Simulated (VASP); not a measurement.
# Tc in VASP: further runs

The runs below take Tc through single point, with PBE.

Everything below comes from runs of VASP 6.6.1. Logs are shortened: lines on timing, memory, paths and dates and some standing lists are left out, and cuts for length are marked.

### Step 1. The cell of the first run

The structure is cubic, space group Fm-3m (No. 225). Conventional cell: a = 3.847 Å, b = 3.847 Å, c = 3.847 Å, α = 90.00°, β = 90.00°, γ = 90.00°. Tc (site symmetry m-3m) has 12 Tc at 2.72 Å within 3.6 Å.

### Step 2. Single point, PBE (volume scaled by 0.96)

INCAR

```
SYSTEM = Tc
ALGO = Normal
EDIFF = 1E-7
ENCUT = 520
GGA = PE
ISIF = 2
ISMEAR = -1
LASPH = .TRUE.
LCHARG = .TRUE.
LELF = .TRUE.
LREAL = .FALSE.
LVHAR = .TRUE.
LWAVE = .FALSE.
NBANDS = 12
NELM = 80
PREC = Accurate
SIGMA = 0.05
```

KPOINTS

```
k-points
0
G
  12 12 12
  0 0 0
```

POSCAR

```
Tc
1.0
    0.0000000000      1.9236454180      1.9236454180
    1.9236454180      0.0000000000      1.9236454180
    1.9236454180      1.9236454180      0.0000000000
Tc
1
Direct
    0.0000000000      0.0000000000      0.0000000000
```

Potentials or basis: VASP PAW PBE potentials, release 64 (Tc_pv).

On the command line:

```bash
> cat potpaw_PBE.64/Tc_pv/POTCAR > POTCAR
> mpirun -np 1 vasp_std > vasp.out
```

OUTCAR:

```text
SYSTEM = Tc
   EDIFF = 1E-7
   ENCUT = 520
   GGA = PE
   ISIF = 2
   ISMEAR = -1
   LASPH = .TRUE.
   LREAL = .FALSE.
   NELM = 80
   PREC = Accurate

 ion  position               nearest neighbor table
   1  0.000  0.000  0.000-

  LATTYP: Found a face centered cubic cell.
 ALAT       =     3.8472908360

  Lattice vectors:

 A1 = (   0.0000000000,   1.9236454180,   1.9236454180)
 A2 = (   1.9236454180,   0.0000000000,   1.9236454180)
 A3 = (   1.9236454180,   1.9236454180,   0.0000000000)

Analysis of symmetry for initial positions (statically):
=====================================================================
 Subroutine PRICEL returns:
 Original cell was already a primitive cell.

 Routine SETGRP: Setting up the symmetry group for a
 face centered cubic supercell.

 Subroutine GETGRP returns: Found 48 space group operations
[... 9 lines left out ...]

 Routine SETGRP: Setting up the symmetry group for a
 face centered cubic supercell.

 Subroutine GETGRP returns: Found 48 space group operations
[... 11 lines left out ...]
                                     Primitive cell

  volume of cell :      14.2366

  direct lattice vectors                    reciprocal lattice vectors
     0.000000000  1.923645418  1.923645418    -0.259923162  0.259923162  0.259923162
     1.923645418  0.000000000  1.923645418     0.259923162 -0.259923162  0.259923162
     1.923645418  1.923645418  0.000000000     0.259923162  0.259923162 -0.259923162

  length of vectors
     2.720445439  2.720445439  2.720445439     0.450200123  0.450200123  0.450200123

  position of ions in fractional coordinates (direct lattice)
     0.000000000  0.000000000  0.000000000

  ion indices of the primitive-cell ions
   primitive index   ion index
                 1           1

----------------------------------------------------------------------------------------

 KPOINTS: k-points

Automatic generation of k-mesh.
 Grid dimensions read from file:
 generate k-points for:   12   12   12

 Generating k-lattice:

  Cartesian coordinates                     Fractional coordinates (reciprocal lattice)
    -0.021660264  0.021660264  0.021660264     0.083333333  0.000000000  0.000000000
     0.021660264 -0.021660264  0.021660264     0.000000000  0.083333333  0.000000000
     0.021660264  0.021660264 -0.021660264     0.000000000  0.000000000  0.083333333

  Length of vectors
     0.037516677  0.037516677  0.037516677

  Shift w.r.t. Gamma in fractional coordinates (k-lattice)
     0.000000000  0.000000000  0.000000000

 Subroutine IBZKPT returns following result:
 ===========================================

 Found     72 irreducible k-points:

 Following reciprocal coordinates:
            Coordinates               Weight
  0.000000  0.000000  0.000000      1.000000
  0.083333  0.000000  0.000000      8.000000
  0.166667  0.000000  0.000000      8.000000
  0.250000  0.000000  0.000000      8.000000
  0.333333  0.000000  0.000000      8.000000
  0.416667  0.000000  0.000000      8.000000
[... 16 lines left out ...]
  0.500000  0.166667  0.000000     24.000000
 -0.416667  0.166667  0.000000     24.000000
 [... further k-points ...]
   k-points           NKPTS =     72   k-points in BZ     NKDIM =     72   number of bands    NBANDS=     12
   number of dos      NEDOS =    301   number of ions     NIONS =      1
   total plane-waves  NPLWV =   8000
   dimension x,y,z NGX =    20 NGY =   20 NGZ =   20
   dimension x,y,z NGXF=    40 NGYF=   40 NGZF=   40
   ions per type =               1
   NGX,Y,Z   is equivalent  to a cutoff of  12.22, 12.22, 12.22 a.u.
   NGXF,Y,Z  is equivalent  to a cutoff of  24.44, 24.44, 24.44 a.u.
 SYSTEM =  Tc
   PREC   = accura    normal or accurate (medium, high low for compatibility)
   ISTART =      0    job   : 0-new  1-cont  2-samecut
   ICHARG =      2    charge: 1-file 2-atom 10-const
   ISPIN  =      1    spin polarized calculation?
   LNONCOLLINEAR =      F non collinear calculations
   LSORBIT =      F    spin-orbit coupling
   LASPH  =      T    aspherical Exc in radial PAW
   ENCUT  =  520.0 eV  38.22 Ry    6.18 a.u.   5.06  5.06  5.06*2*pi/ulx,y,z
   NELM   =     80;   NELMIN=  2; NELMDL= -5     # of ELM steps
   EDIFF  = 0.1E-06   stopping-criterion for ELM
   LREAL  =      F    real-space projection
   EDIFFG = 0.1E-05   stopping-criterion for IOM
   NSW    =      0    number of steps for IOM
   IBRION =     -1    ionic relax: 0-MD 1-quasi-New 2-CG
   NFREE  =      0    steps in history (QN), initial steepest desc. (CG)
   ISIF   =      2    stress and relaxation
   ISYM   =      2    0-nonsym 1-usesym 2-fastsym
   POTIM  = 0.5000    time-step for ionic-motion
   TEBEG  =    0.0;   TEEND  =   0.0 temperature during run
   PSTRESS=    0.0 pullay stress
   NELECT =      13.0000    total number of electrons
   NUPDOWN=      -1.0000    fix difference up-down
   EMIN   =  10.00;   EMAX   =-10.00  energy-range for DOS
   EFERMI =   0.00;   METHOD = LEGACY
   ISMEAR =    -1;   SIGMA  =   0.05  broadening in eV -4-tet -1-fermi 0-gaus
   EFERMI_NEDOS =   21; number of points for ismear=-14 and -15
   IALGO  =     38    algorithm
   IMIX   =      4    mixing-type and parameters
     AMIX     =   0.40;   BMIX     =  1.00
     AMIX_MAG =   1.60;   BMIX_MAG =  1.00
  volume/ion in A,a.u.               =      14.24        96.07
  Fermi-wavevector in a.u.,A,eV,Ry     =   1.588258  3.001372 34.321540  2.522562
  Thomas-Fermi vector in A             =   2.687289
   LORBIT       =      0    0 simple, 1 ext, 2 COOP (PROOUT), +10 PAW based schemes
   GGA     = PE    functional components
   LHFCALC =     F    Hartree Fock is set to
   AEXX    =    0.0000 exact exchange contribution
   IVDW    =     0    specifies the selected vdW correction
   LEPSILON=     F    determine dielectric tensor
   LRPA    =     F    only Hartree local field effects (RPA)
 non-spin polarized calculation
  energy-cutoff  :      520.00
  volume of cell :       14.24
 maximum number of plane-waves:       392
   NGX = 11   NGY = 11   NGZ = 11

 number of electron      12.9999996 magnetization

 Free energy of the ion-electron system (eV)
  ---------------------------------------------------
  ext. energy  EPLUGINS =         0.00000000
  ---------------------------------------------------
  free energy    TOTEN  =       -10.27878826 eV

  energy without entropy =      -10.26898961  energy(sigma->0) =      -10.27388893

 E-fermi :  12.9858     XC(G=0): -13.8298

 val. band max:       12.9578967684   @ k =   0.5000   0.2500   0.0000
 cond. band min:      12.9993470133   @ k =  -0.2500   0.3333   0.0833
 fundamental gap:      0.0414502449
 Fermi energy:        12.9857851319

 k-point     1 :       0.0000    0.0000    0.0000
  band No.  band energies     occupation
      1     -25.4065      2.00000
      2     -25.4065      2.00000
      3     -25.4065      2.00000
      4       5.4010      2.00000
      5      11.1113      2.00000
      6      11.1113      2.00000
      7      11.1113      2.00000
      8      13.7721      0.00000
      9      13.7721      0.00000
     10      26.9470      0.00000
     11      32.5972      0.00000
     12      32.5972      0.00000

 k-point     2 :       0.0833    0.0000    0.0000
  band No.  band energies     occupation
      1     -25.4990      2.00000
      2     -25.4181      2.00000
      3     -25.4181      2.00000
      4       5.6977      2.00000
      5      10.9381      2.00000
      6      11.2392      2.00000
      7      11.2392      2.00000
      8      13.6819      0.00000
      9      13.6819      0.00000
     10      27.4826      0.00000
     11      31.3869      0.00000
     12      33.1111      0.00000

 k-point     3 :       0.1667    0.0000    0.0000
  band No.  band energies     occupation
      1     -25.7473      2.00000
      2     -25.4499      2.00000
      3     -25.4499      2.00000
      4       6.4757      2.00000
      5      10.6124      2.00000
      6      11.4946      2.00000
      7      11.4946      2.00000
      8      13.5865      0.00001
      9      13.5865      0.00001
     10      28.6134      0.00000
     11      29.5884      0.00000
     12      34.5574      0.00000

 k-point     4 :       0.2500    0.0000    0.0000
  band No.  band energies     occupation
      1     -26.0770      2.00000
      2     -25.4929      2.00000
      3     -25.4929      2.00000
      4       7.2837      2.00000
      5      10.7095      2.00000
      6      11.5225      2.00000
      7      11.5225      2.00000
      8      13.9173      0.00000
      9      13.9173      0.00000
     10      27.3994      0.00000
     11      30.0072      0.00000
     12      36.6862      0.00000

 k-point     5 :       0.3333    0.0000    0.0000
  band No.  band energies     occupation
      1     -26.3965      2.00000
      2     -25.5355      2.00000
      3     -25.5355      2.00000
      4       7.5132      2.00000
      5      11.2784      2.00000
      6      11.2784      2.00000
      7      11.8230      2.00000
      8      14.7053      0.00000
      9      14.7053      0.00000
     10      25.9113      0.00000
     11      28.9537      0.00000
     12      36.1580      0.00000

 k-point     6 :       0.4167    0.0000    0.0000
  band No.  band energies     occupation
      1     -26.6244      2.00000
      2     -25.5665      2.00000
      3     -25.5665      2.00000
      4       7.3997      2.00000
      5      11.0355      2.00000
      6      11.0355      2.00000
      7      13.4070      0.00044
      8      15.4975      0.00000
      9      15.4975      0.00000
     10      24.5914      0.00000
     11      27.2357      0.00000
     12      34.0662      0.00000

 k-point     7 :       0.5000    0.0000    0.0000
  band No.  band energies     occupation
      1     -26.7067      2.00000
      2     -25.5778      2.00000
      3     -25.5778      2.00000
      4       7.3289      2.00000
      5      10.9417      2.00000
      6      10.9417      2.00000
      7      14.2174      0.00000
      8      15.8338      0.00000
      9      15.8338      0.00000
     10      23.8700      0.00000
     11      26.6010      0.00000
     12      33.2945      0.00000

 k-point     8 :       0.0833    0.0833    0.0000
  band No.  band energies     occupation
      1     -25.4967      2.00000
      2     -25.4384      2.00000
      3     -25.4384      2.00000
      4       5.7970      2.00000
      5      10.7777      2.00000
      6      11.3431      2.00000
      7      11.3431      2.00000
      8      13.3973      0.00053
      9      13.8886      0.00000
     10      27.6723      0.00000
     11      31.7576      0.00000
     12      32.8410      0.00000
[... 166 lines left out ...]
 k-point    20 :       0.2500    0.1667    0.0000
  band No.  band energies     occupation
      1     -25.9474      2.00000
      2     -25.5797      2.00000
      3     -25.5720      2.00000
      4       7.5481      2.00000
      5       9.5714      2.00000
      6      11.7508      2.00000
      7      12.3845      1.99999
      8      13.0661      0.33421
      9      14.5128      0.00000
     10      29.8147      0.00000
     11      30.9165      0.00000
     12      33.2272      0.00000

 k-point    21 :       0.3333    0.1667    0.0000
  band No.  band energies     occupation
      1     -26.2114      2.00000
      2     -25.6321      2.00000
      3     -25.6264      2.00000
      4       8.1074      2.00000
      5       9.6273      2.00000
      6      11.1719      2.00000
      7      12.3822      1.99999
      8      14.4816      0.00000
      9      15.1173      0.00000
     10      28.0606      0.00000
     11      30.7861      0.00000
     12      32.9978      0.00000

 k-point    22 :       0.4167    0.1667    0.0000
  band No.  band energies     occupation
      1     -26.4404      2.00000
      2     -25.7063      2.00000
      3     -25.6530      2.00000
      4       8.1418      2.00000
      5      10.1000      2.00000
      6      11.0839      2.00000
      7      12.1325      2.00000
      8      15.7515      0.00000
      9      16.3220      0.00000
     10      25.9014      0.00000
     11      29.3069      0.00000
     12      32.3348      0.00000

 k-point    23 :       0.5000    0.1667    0.0000
  band No.  band energies     occupation
      1     -26.5757      2.00000
      2     -25.7754      2.00000
      3     -25.6527      2.00000
      4       8.1073      2.00000
      5      10.0543      2.00000
      6      11.7914      2.00000
      7      11.8799      2.00000
      8      15.9126      0.00000
      9      18.1719      0.00000
     10      23.8414      0.00000
     11      28.4841      0.00000
     12      32.2461      0.00000

 k-point    24 :      -0.4167    0.1667    0.0000
  band No.  band energies     occupation
      1     -26.5871      2.00000
      2     -25.8186      2.00000
      3     -25.6257      2.00000
      4       8.1953      2.00000
      5      10.0851      2.00000
      6      11.7582      2.00000
      7      12.0478      2.00000
      8      15.3852      0.00000
      9      18.7847      0.00000
     10      23.6264      0.00000
     11      28.3716      0.00000
     12      31.5056      0.00000

 [... further k-points ...]
[... 5 lines left out ...]
  --------------------------------------------------------------------------------------
  -------------------------------------------------------------------------------------
  Total        0.4564451      0.4564451      0.4564451      0.0000000      0.0000000      0.0000000
  in kB       51.3681707     51.3681707     51.3681707      0.0000000      0.0000000      0.0000000
  external PRESSURE =      51.3681707 kB  Pullay stress =       0.0000000 kB

 VOLUME and BASIS-vectors are now :
 -----------------------------------------------------------------------------
  energy-cutoff  :      520.00
  volume of cell :       14.24
      direct lattice vectors                 reciprocal lattice vectors
     0.000000000  1.923645418  1.923645418    -0.259923162  0.259923162  0.259923162
     1.923645418  0.000000000  1.923645418     0.259923162 -0.259923162  0.259923162
     1.923645418  1.923645418  0.000000000     0.259923162  0.259923162 -0.259923162

 POSITION                                       TOTAL-FORCE (eV/Angst)
 -----------------------------------------------------------------------------------
      0.00000      0.00000      0.00000         0.000000      0.000000      0.000000
 -----------------------------------------------------------------------------------
    total drift:                                0.000000     -0.000000      0.000000

  FREE ENERGIE OF THE ION-ELECTRON SYSTEM (eV)
  ---------------------------------------------------
  free  energy   TOTEN  =       -10.2787882557 eV

  energy  without entropy=      -10.2689896076  energy(sigma->0) =      -10.27388893
```

Wall time 10 s (1 thread of Intel Xeon Platinum 8375C at 2.90GHz (Ice Lake), shared host); peak memory 0.13 GiB.

What came out:

```yaml
Free_energy: -10.2788 eV
Pressure: 5.1 GPa
```

Caveat: the cell differs from its parent crystal (volume scaled by 0.96).

### Step 3. Single point, PBE (the cell strained at random)

INCAR

```
SYSTEM = Tc
ALGO     = Fast           ! electronic algorithm
EDIFF    = 1E-7           ! SCF threshold, eV
ENCUT    = 520            ! plane-wave cutoff, eV
GGA      = PE             ! functional
ISIF     = 2              ! what is computed and relaxed
ISMEAR   = -1             ! smearing method
LASPH    = .TRUE.         ! aspherical terms in the spheres
LCHARG   = .FALSE.        ! write CHGCAR
LREAL    = .FALSE.        ! projectors in reciprocal space
LWAVE    = .FALSE.        ! write WAVECAR
NBANDS   = 12             ! bands
NELM     = 100            ! most SCF steps
PREC     = Accurate       ! precision mode
SIGMA    = 0.05           ! smearing width, eV
```

KPOINTS is that of step 2.

POSCAR

```
Tc
1.0
    0.0478740000      1.9690460000      1.9713780000
    2.0071260000      0.0345560000      1.9846960000
    1.9731200000      1.9483580000      0.0685620000
Tc
1
Direct
   -0.0067490000     -0.0068140000      0.0363110000
```

Potentials or basis: VASP PAW PBE potentials, release 64 (Tc_pv).

On the command line:

```bash
> cat potpaw_PBE.64/Tc_pv/POTCAR > POTCAR
> mpirun -np 1 vasp_std > vasp.out
```

It took 2.1 min on 1 thread of Intel Xeon Platinum 8375C at 2.90GHz (Ice Lake), shared host; peak memory 0.26 GiB.

Results (log left out):

```yaml
Free_energy: -10.2550 eV
Pressure: -6.3 GPa
```

Stress tensor (GPa, compression positive):
```
-7.98 -0.68 -6.72
-0.68 -5.60 -4.89
-6.72 -4.89 -5.24
```

Levels at points of the mesh, in eV from the Fermi level:
```csv
k point,band 5,band 6,band 7,band 8,band 9,band 10
"(0.00, 0.00, 0.00)",-2.15,-1.73,-1.37,0.70,0.89,14.00
"(0.50, 0.00, 0.00)",-2.34,-1.47,1.29,2.51,2.93,10.50
"(0.00, 0.50, 0.00)",-2.19,-1.55,1.15,2.37,2.96,10.33
"(0.50, 0.50, 0.00)",-5.13,2.53,3.21,3.37,3.81,12.64
"(0.00, 0.00, 0.50)",-2.23,-1.73,1.53,2.60,3.00,10.81
"(0.50, 0.00, 0.50)",-5.14,2.62,3.18,3.35,3.82,12.06
"(0.00, 0.50, 0.50)",-5.11,2.59,3.23,3.31,3.56,12.49
"(0.50, 0.50, 0.50)",-2.00,-1.57,0.78,2.47,2.72,9.80
```

Caveat: the cell differs from its parent crystal (the cell strained at random).

### Step 4. Single point, PBE

This run uses another cell than the first one, of 14.83 Å³/atom, 1.042 times its volume.

INCAR

```
PREC     = Accurate       # precision mode
ENCUT    = 500            # plane-wave cutoff, eV
EDIFF    = 1E-6           # SCF threshold, eV
ISMEAR   = 0              # smearing method
SIGMA    = 0.05           # smearing width, eV
LREAL    = False          # projectors in reciprocal space
LASPH    = True           # aspherical terms in the spheres
NELM     = 120            # most SCF steps
ALGO     = Normal         # electronic algorithm
ISIF     = 2              # what is computed and relaxed
LWAVE    = False          # write WAVECAR
LCHARG   = False          # write CHGCAR
GGA      = PE             # functional
NBANDS   = 12             # bands
GGA_COMPAT= False
```

KPOINTS

```
regular mesh
0
Gamma
  12 12 12
```

POSCAR

```
Tc
1.0
    2.7577164500      0.0000000000      0.0000000000
    1.3788582250      2.3882525021      0.0000000000
    1.3788582250      0.7960841674      2.2516660526
Tc
1
Direct
    0.0000000000      0.0000000000      0.0000000000
```

On the command line:

```bash
> cat potpaw_PBE.64/Tc_pv/POTCAR > POTCAR
> mpirun -np 1 vasp_std > vasp.out
```

It took 4.5 s on 1 thread of Intel Xeon 6975P-C (Granite Rapids), shared host; peak memory 0.12 GiB.

It converged, with:

```
Free energy : -10.2709 eV
Pressure    : -7.0 GPa
```

Levels at points of the mesh, in eV from the Fermi level:
```
           k point  band 4  band 5  band 6  band 7  band 8  band 9  band 10  band 11
(0.00, 0.00, 0.00)   -7.42   -1.78   -1.78   -1.78    0.72    0.72    13.96    19.39
(0.50, 0.00, 0.00)   -5.42   -1.94   -1.94    1.13    2.65    2.65    10.29    13.59
(0.50, 0.50, 0.00)   -5.75   -5.17    2.60    3.20    3.20    3.67    12.77    12.77
```

(Part 1 of 2 ends here.)
